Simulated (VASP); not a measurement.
Here is a VASP 6.6.1 calculation.

Contents of POSCAR:

```
InSb
1.0
    0.0000000000      3.1408535989      3.1408535989
    3.1408535989      0.0000000000      3.1408535989
    3.1408535989      3.1408535989      0.0000000000
In Sb
1 1
Direct
    0.0000000000      0.0000000000      0.0000000000
    0.2500000000      0.2500000000      0.2500000000
```

The input INCAR.step1:

```
SYSTEM = InSb
PREC     = Accurate       ! precision mode
ENCUT    = 520            ! plane-wave cutoff, eV
ISMEAR   = -1             ! smearing method
SIGMA    = 0.1            ! smearing width, eV
LREAL    = .FALSE.        ! projectors in reciprocal space
LASPH    = .TRUE.         ! aspherical terms in the spheres
NELM     = 60             ! most SCF steps
NBANDS   = 16             ! bands
GGA      = PE             ! functional
ALGO     = Normal         ! electronic algorithm
EDIFF    = 1E-4           ! SCF threshold, eV
LWAVE    = .TRUE.         ! write WAVECAR
LCHARG   = .FALSE.        ! write CHGCAR
```

Contents of INCAR.step2:

```
SYSTEM = InSb
PREC     = Accurate       ! precision mode
ENCUT    = 520            ! plane-wave cutoff, eV
EDIFF    = 1E-6           ! SCF threshold, eV
ISMEAR   = -1             ! smearing method
SIGMA    = 0.1            ! smearing width, eV
LREAL    = .FALSE.        ! projectors in reciprocal space
LASPH    = .TRUE.         ! aspherical terms in the spheres
NELM     = 60             ! most SCF steps
ALGO     = Normal         ! electronic algorithm
ISIF     = 2              ! what is computed and relaxed
LWAVE    = .FALSE.        ! write WAVECAR
LCHARG   = .FALSE.        ! write CHGCAR
METAGGA  = R2SCAN         ! meta-GGA
LMIXTAU  = .TRUE.       
NBANDS   = 16             ! bands
ISTART   = 1
```

KPOINTS

```
Automatic mesh
0
G
  11 11 11
  0 0 0
```

Potentials or basis: VASP PAW PBE potentials, release 64 (In_d, Sb).

Command:

```bash
$ cat potpaw_PBE.64/In_d/POTCAR potpaw_PBE.64/Sb/POTCAR > POTCAR
$ cp INCAR.step1 INCAR
$ mpirun -np 1 vasp_std > vasp.out
$ cp INCAR.step2 INCAR
$ mpirun -np 1 vasp_std > vasp.out
```

Estimate the pressure.

7.6 GPa.

Estimate the band gap on the k mesh.

0.83 eV.

Caveat: the cell stands under pressure; the PAW data sets were made with another functional, which shifts forces and pressure a little; spin-orbit coupling is left out, which moves the levels of the heavy elements; an odd mesh through Γ misses points on the zone boundary, where band edges can lie.
